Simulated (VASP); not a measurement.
# Cd (P6_3/mmc) in VASP: further runs

Cd is run at these levels: LDA; tasks: single point, relaxation of cell and atoms.

Program: VASP 6.6.1. These are calculated values, not measurements. Logs are shortened: lines on timing, memory, paths and dates and some standing lists are left out, and cuts for length are marked.

## 1. The cell of the first run

It takes space group P6_3/mmc (No. 194, hexagonal). Conventional cell: a = 2.921 Å, b = 2.921 Å, c = 5.393 Å, α = 90.00°, β = 90.00°, γ = 120.00°. Within 3.8 Å of Cd (site symmetry -6m2) lie 12 Cd at 2.92 to 3.18 Å.

## 2. Single point, LDA

The input, INCAR:

```
PREC = Accurate
ENCUT = 520
EDIFF = 1E-6
ISMEAR = 0
SIGMA = 0.05
LREAL = F
LASPH = T
NELM = 60
ALGO = Normal
ISIF = 2
LWAVE = F
LCHARG = F
NBANDS = 19
```

The input, KPOINTS:

```
regular mesh
0
Gamma
  16 16 8
```

The input, POSCAR:

```
Cd
1.0
    2.9206433348      0.0000000000      0.0000000000
   -1.4603216674      2.5293513234      0.0000000000
    0.0000000000      0.0000000000      5.3932413553
Cd
2
Direct
    0.3333333333      0.6666666667      0.7500000000
    0.6666666667      0.3333333333      0.2500000000
```

Potentials or basis: VASP PAW LDA potentials, release 64 (Cd).

Run with:

```console
> cat potpaw_LDA.64/Cd/POTCAR > POTCAR
> mpirun -np 1 vasp_std > vasp.out
```

OUTCAR:

```text
PREC = Accurate
   ENCUT = 520
   EDIFF = 1E-6
   ISMEAR = 0
   LREAL = F
   LASPH = T
   NELM = 60
   ISIF = 2

 ion  position               nearest neighbor table
   1  0.333  0.667  0.750-   2 3.18   2 3.18   2 3.18   2 3.18   2 3.18   2 3.18
   2  0.667  0.333  0.250-   1 3.18   1 3.18   1 3.18   1 3.18   1 3.18   1 3.18

  LATTYP: Found a hexagonal cell.
 ALAT       =     2.9206433348
 C/A-ratio  =     1.8465936224

  Lattice vectors:

 A1 = (   2.9206433348,   0.0000000000,   0.0000000000)
 A2 = (  -1.4603216674,   2.5293513234,   0.0000000000)
 A3 = (   0.0000000000,   0.0000000000,   5.3932413553)

Analysis of symmetry for initial positions (statically):
=====================================================================
 Subroutine PRICEL returns:
 Original cell was already a primitive cell.

 Routine SETGRP: Setting up the symmetry group for a
 hexagonal supercell.

 Subroutine GETGRP returns: Found 24 space group operations
 (whereof 12 operations were pure point group operations)
 out of a pool of 24 trial point group operations.

The static configuration has the point symmetry D_3d.
 The point group associated with its full space group is D_6h.

Analysis of symmetry for dynamics (positions and initial velocities):
=====================================================================
 Subroutine PRICEL returns:
 Original cell was already a primitive cell.

 Routine SETGRP: Setting up the symmetry group for a
 hexagonal supercell.

 Subroutine GETGRP returns: Found 24 space group operations
 (whereof 12 operations were pure point group operations)
 out of a pool of 24 trial point group operations.

The dynamic configuration has the point symmetry D_3d.
 The point group associated with its full space group is D_6h.

 Subroutine INISYM returns: Found 24 space group operations
 (whereof 12 operations are pure point group operations),
 and found     1 'primitive' translations

----------------------------------------------------------------------------------------

                                     Primitive cell

  volume of cell :      39.8417

  direct lattice vectors                    reciprocal lattice vectors
     2.920643335  0.000000000  0.000000000     0.342390318  0.197679142  0.000000000
    -1.460321667  2.529351323  0.000000000     0.000000000  0.395358284  0.000000000
     0.000000000  0.000000000  5.393241355     0.000000000  0.000000000  0.185417254

  length of vectors
     2.920643335  2.920643335  5.393241355     0.395358284  0.395358284  0.185417254

  position of ions in fractional coordinates (direct lattice)
     0.333333333  0.666666667  0.750000000
     0.666666667  0.333333333  0.250000000

  ion indices of the primitive-cell ions
   primitive index   ion index
                 1           1
                 2           2

----------------------------------------------------------------------------------------

 KPOINTS: regular mesh

Automatic generation of k-mesh.
 Grid dimensions read from file:
 generate k-points for:   16   16    8

 Generating k-lattice:

  Cartesian coordinates                     Fractional coordinates (reciprocal lattice)
     0.021399395  0.012354946  0.000000000     0.062500000  0.000000000  0.000000000
     0.000000000  0.024709893  0.000000000     0.000000000  0.062500000  0.000000000
     0.000000000  0.000000000  0.023177157     0.000000000  0.000000000  0.125000000

  Length of vectors
     0.024709893  0.024709893  0.023177157

  Shift w.r.t. Gamma in fractional coordinates (k-lattice)
     0.000000000  0.000000000  0.000000000

 Subroutine IBZKPT returns following result:
 ===========================================

 Found    150 irreducible k-points:

 Following reciprocal coordinates:
            Coordinates               Weight
  0.000000  0.000000  0.000000      1.000000
  0.062500  0.000000  0.000000      6.000000
  0.125000  0.000000  0.000000      6.000000
  0.187500  0.000000  0.000000      6.000000
  0.250000  0.000000  0.000000      6.000000
  0.312500  0.000000  0.000000      6.000000
[... 16 lines left out ...]
  0.187500  0.187500  0.000000      6.000000
  0.250000  0.187500  0.000000     12.000000
 [... further k-points ...]
   k-points           NKPTS =    150   k-points in BZ     NKDIM =    150   number of bands    NBANDS=     19
   number of dos      NEDOS =    301   number of ions     NIONS =      2
   total plane-waves  NPLWV =  23040
   dimension x,y,z NGX =    24 NGY =   24 NGZ =   40
   dimension x,y,z NGXF=    48 NGYF=   48 NGZF=   80
   ions per type =               2
   NGX,Y,Z   is equivalent  to a cutoff of  13.66, 13.66, 12.33 a.u.
   NGXF,Y,Z  is equivalent  to a cutoff of  27.32, 27.32, 24.66 a.u.
 SYSTEM =  unknown system
   PREC   = accura    normal or accurate (medium, high low for compatibility)
   ISTART =      0    job   : 0-new  1-cont  2-samecut
   ICHARG =      2    charge: 1-file 2-atom 10-const
   ISPIN  =      1    spin polarized calculation?
   LNONCOLLINEAR =      F non collinear calculations
   LSORBIT =      F    spin-orbit coupling
   LASPH  =      T    aspherical Exc in radial PAW
   ENCUT  =  520.0 eV  38.22 Ry    6.18 a.u.   5.43  5.43 10.03*2*pi/ulx,y,z
   NELM   =     60;   NELMIN=  2; NELMDL= -5     # of ELM steps
   EDIFF  = 0.1E-05   stopping-criterion for ELM
   LREAL  =      F    real-space projection
   EDIFFG = 0.1E-04   stopping-criterion for IOM
   NSW    =      0    number of steps for IOM
   IBRION =     -1    ionic relax: 0-MD 1-quasi-New 2-CG
   NFREE  =      0    steps in history (QN), initial steepest desc. (CG)
   ISIF   =      2    stress and relaxation
   ISYM   =      2    0-nonsym 1-usesym 2-fastsym
   POTIM  = 0.5000    time-step for ionic-motion
   TEBEG  =    0.0;   TEEND  =   0.0 temperature during run
   PSTRESS=    0.0 pullay stress
   NELECT =      24.0000    total number of electrons
   NUPDOWN=      -1.0000    fix difference up-down
   EMIN   =  10.00;   EMAX   =-10.00  energy-range for DOS
   EFERMI =   0.00;   METHOD = LEGACY
   ISMEAR =     0;   SIGMA  =   0.05  broadening in eV -4-tet -1-fermi 0-gaus
   EFERMI_NEDOS =   21; number of points for ismear=-14 and -15
   IALGO  =     38    algorithm
   IMIX   =      4    mixing-type and parameters
     AMIX     =   0.40;   BMIX     =  1.00
     AMIX_MAG =   1.60;   BMIX_MAG =  1.00
  volume/ion in A,a.u.               =      19.92       134.43
  Fermi-wavevector in a.u.,A,eV,Ry     =   1.382609  2.612752 26.009003  1.911608
  Thomas-Fermi vector in A             =   2.507284
   LORBIT       =      0    0 simple, 1 ext, 2 COOP (PROOUT), +10 PAW based schemes
   GGA     = CA    functional components
   LHFCALC =     F    Hartree Fock is set to
   AEXX    =    0.0000 exact exchange contribution
   IVDW    =     0    specifies the selected vdW correction
   LEPSILON=     F    determine dielectric tensor
   LRPA    =     F    only Hartree local field effects (RPA)
 non-spin polarized calculation
 Gauss-broadening in eV      SIGMA  =   0.05
  energy-cutoff  :      520.00
  volume of cell :       39.84
 maximum number of plane-waves:      1118
 NGX is ok and might be reduce to    24
   NGX = 11   NGY = 11   NGZ = 21

 number of electron      23.9999995 magnetization

 Free energy of the ion-electron system (eV)
  ---------------------------------------------------
  ext. energy  EPLUGINS =         0.00000000
  ---------------------------------------------------
  free energy    TOTEN  =        -3.04997675 eV

  energy without entropy =       -3.04962110  energy(sigma->0) =       -3.04979893

 E-fermi :   3.4210     XC(G=0): -11.8073

 val. band max:        3.4194502892   @ k =   0.2500   0.1875   0.0000
 cond. band min:       3.4820299351   @ k =   0.3750   0.0625   0.0000
 fundamental gap:      0.0625796458
 Fermi energy:         3.4210128488

 k-point     1 :       0.0000    0.0000    0.0000
  band No.  band energies     occupation
      1      -6.8531      2.00000
      2      -6.5290      2.00000
      3      -6.0957      2.00000
      4      -6.0742      2.00000
      5      -6.0742      2.00000
      6      -6.0050      2.00000
[... 11 lines left out ...]
     18      19.4506      0.00000
     19      19.6432      0.00000

 k-point     2 :       0.0625    0.0000    0.0000
  band No.  band energies     occupation
      1      -6.8060      2.00000
      2      -6.4634      2.00000
      3      -6.1074      2.00000
      4      -6.0407      2.00000
      5      -6.0329      2.00000
      6      -5.9978      2.00000
[... 11 lines left out ...]
     18      19.5878      0.00000
     19      19.8650      0.00000

 k-point     3 :       0.1250    0.0000    0.0000
  band No.  band energies     occupation
      1      -6.6905      2.00000
      2      -6.3513      2.00000
      3      -6.1557      2.00000
      4      -6.0499      2.00000
      5      -5.9134      2.00000
      6      -5.8509      2.00000
[... 11 lines left out ...]
     18      19.0811      0.00000
     19      19.2904      0.00000

 k-point     4 :       0.1875    0.0000    0.0000
  band No.  band energies     occupation
      1      -6.6156      2.00000
      2      -6.2921      2.00000
      3      -6.2212      2.00000
      4      -5.9704      2.00000
      5      -5.8312      2.00000
      6      -5.7299      2.00000
[... 11 lines left out ...]
     18      17.2937      0.00000
     19      17.4868      0.00000

 k-point     5 :       0.2500    0.0000    0.0000
  band No.  band energies     occupation
      1      -6.6741      2.00000
      2      -6.4019      2.00000
      3      -6.0833      2.00000
      4      -6.0682      2.00000
      5      -5.8054      2.00000
      6      -5.6827      2.00000
[... 11 lines left out ...]
     18      17.0800      0.00000
     19      17.2967      0.00000
[... 334 lines left out ...]
      2      -6.5331      2.00000
      3      -6.5297      2.00000
      4      -5.9796      2.00000
      5      -5.8551      2.00000
      6      -5.7414      2.00000
[... 11 lines left out ...]
     18      14.5620      0.00000
     19      15.2126      0.00000

 k-point    22 :       0.4375    0.1250    0.0000
  band No.  band energies     occupation
      1      -6.8119      2.00000
      2      -6.5613      2.00000
      3      -6.5556      2.00000
      4      -5.9723      2.00000
      5      -5.8935      2.00000
      6      -5.7075      2.00000
[... 11 lines left out ...]
     18      14.4263      0.00000
     19      15.1258      0.00000

 k-point    23 :       0.1875    0.1875    0.0000
  band No.  band energies     occupation
      1      -6.4214      2.00000
      2      -6.3733      2.00000
      3      -6.2409      2.00000
      4      -6.0232      2.00000
      5      -5.9676      2.00000
      6      -5.8370      2.00000
[... 11 lines left out ...]
     18      14.1772      0.00000
     19      14.8337      0.00000

 k-point    24 :       0.2500    0.1875    0.0000
  band No.  band energies     occupation
      1      -6.4962      2.00000
      2      -6.3715      2.00000
      3      -6.3322      2.00000
      4      -6.0174      2.00000
      5      -5.9321      2.00000
      6      -5.7294      2.00000
[... 11 lines left out ...]
     18      13.3769      0.00000
     19      14.1579      0.00000

 [... further k-points ...]

------------------------ aborting loop because EDIFF is reached ----------------------------------------

  FORCE on cell =-STRESS in cart. coord.  units (eV):
  Direction    XX          YY          ZZ          XY          YZ          ZX
  --------------------------------------------------------------------------------------
  -------------------------------------------------------------------------------------
  Total        0.2114423      0.2114423      0.0714616      0.0000000      0.0000000      0.0000000
  in kB        8.5028565      8.5028565      2.8737280      0.0000000      0.0000000      0.0000000
  external PRESSURE =       6.6264803 kB  Pullay stress =       0.0000000 kB

 VOLUME and BASIS-vectors are now :
 -----------------------------------------------------------------------------
  energy-cutoff  :      520.00
  volume of cell :       39.84
      direct lattice vectors                 reciprocal lattice vectors
     2.920643335  0.000000000  0.000000000     0.342390318  0.197679142  0.000000000
    -1.460321667  2.529351323  0.000000000     0.000000000  0.395358284  0.000000000
     0.000000000  0.000000000  5.393241355     0.000000000  0.000000000  0.185417254

 POSITION                                       TOTAL-FORCE (eV/Angst)
 -----------------------------------------------------------------------------------
     -0.00000      1.68623      4.04493        -0.000000      0.000000     -0.000000
      1.46032      0.84312      1.34831         0.000000     -0.000000      0.000000
 -----------------------------------------------------------------------------------
    total drift:                               -0.000000      0.000000      0.000000

  FREE ENERGIE OF THE ION-ELECTRON SYSTEM (eV)
  ---------------------------------------------------
  free  energy   TOTEN  =        -3.0499767527 eV

  energy  without entropy=       -3.0496211046  energy(sigma->0) =       -3.04979893
```

Wall time 38 s (1 thread of Intel Xeon 6975P-C, shared host); peak memory 0.21 GiB.

Results:

- Free energy: -3.0500 eV
- Pressure: 0.7 GPa
- Band gap on the k mesh: zero (band 12 reaches 4.51 eV, above the bottom of band 13 at 0.58 eV)

## 3. Relaxation of cell and atoms, LDA

This run uses another cell than the first one, of 21.61 Å³/atom, 1.085 times its volume.

The input, INCAR:

```
PREC = Accurate
ENCUT = 600
EDIFF = 1E-6
ISMEAR = 0
SIGMA = 0.05
LREAL = False
LASPH = True
NELM = 80
ALGO = Normal
ISIF = 3
LWAVE = False
LCHARG = False
IBRION = 2
NSW = 80
EDIFFG = -0.01
```

The input, KPOINTS:

```
Automatic mesh
0
Gamma
  16 16 8
```

The input, POSCAR:

```
Cd
1.0
    2.9800000000      0.0000000000      0.0000000000
   -1.4900000000      2.5807557033      0.0000000000
    0.0000000000      0.0000000000      5.6202800000
Cd
2
Direct
    0.3333333333      0.6666666667      0.7500000000
    0.6666666667      0.3333333333      0.2500000000
```

Potentials or basis: VASP PAW LDA potentials, release 64 (Cd).

Run with:

```console
> cat potpaw_LDA.64/Cd/POTCAR > POTCAR
> mpirun -np 1 vasp_std > vasp.out
```

It took 4 min on 1 thread of Intel Xeon 6975P-C, shared host; peak memory 0.24 GiB.

Results (log left out):

```yaml
Free_energy: -3.0524 eV
Relaxed_volume: 20.04 Å³/atom
Relaxed_cell: a = 2.929 Å, b = 2.929 Å, c = 5.393 Å, α = 90.00°, β = 90.00°, γ = 120.00°
Space_group_after_relaxing_to_0.05_Å: P6_3/mmc (No. 194)
Energy_gained_by_relaxing: 21.7 meV/atom
Ionic_steps: 7
Pressure_after_relaxing: 0.0 GPa
Band_gap_on_the_k_mesh: zero (band 12 reaches 4.47 eV, above the bottom of band 13 at 0.56 eV)
```

Stress tensor (GPa, compression positive):
```
 0.03  0.00  0.00
 0.00  0.03  0.00
 0.00  0.00 -0.04
```

Step by step:
| step | energy change (eV) | largest force (eV/Å) | pressure (GPa) | volume (Å³) |
| --- | --- | --- | --- | --- |
| 1 | 0.0000 | 0.0000 | -4.14 | 43.22 |
| 2 | -0.0370 | 0.0000 | 1.13 | 39.82 |
| 3 | -0.0391 | 0.0000 | -0.01 | 40.41 |
| 4 | -0.0421 | 0.0000 | 0.02 | 40.25 |
| 5 | -0.0433 | 0.0000 | 0.05 | 40.10 |
| 6 | -0.0434 | 0.0000 | 0.14 | 40.06 |
| 7 | -0.0434 | 0.0000 | 0.01 | 40.07 |

Final structure:
```cif
data_structure
_symmetry_space_group_name_H-M 'P 1'
_symmetry_Int_Tables_number 1
_cell_length_a 2.9292
_cell_length_b 2.9292
_cell_length_c 5.3930
_cell_angle_alpha 90.000
_cell_angle_beta 90.000
_cell_angle_gamma 120.000
_cell_volume 40.07
loop_
_atom_site_label
_atom_site_type_symbol
_atom_site_fract_x
_atom_site_fract_y
_atom_site_fract_z
_atom_site_occupancy
Cd1 Cd 0.33333 0.66667 0.75000 1
Cd2 Cd 0.66667 0.33333 0.25000 1
```

Levels at points of the mesh, in eV from the Fermi level:
```
           k point  band 10  band 11  band 12  band 13  band 14  band 15
(0.00, 0.00, 0.00)    -8.58    -8.58    -3.39    -2.83    11.53    14.55
(0.50, 0.00, 0.00)    -8.28    -2.72    -2.09     2.12     3.00     3.53
(0.00, 0.00, 0.50)    -8.72    -7.87    -7.87     4.24     4.24    14.88
(0.50, 0.00, 0.50)    -8.30    -1.88    -1.88     0.06     0.06     8.59
```
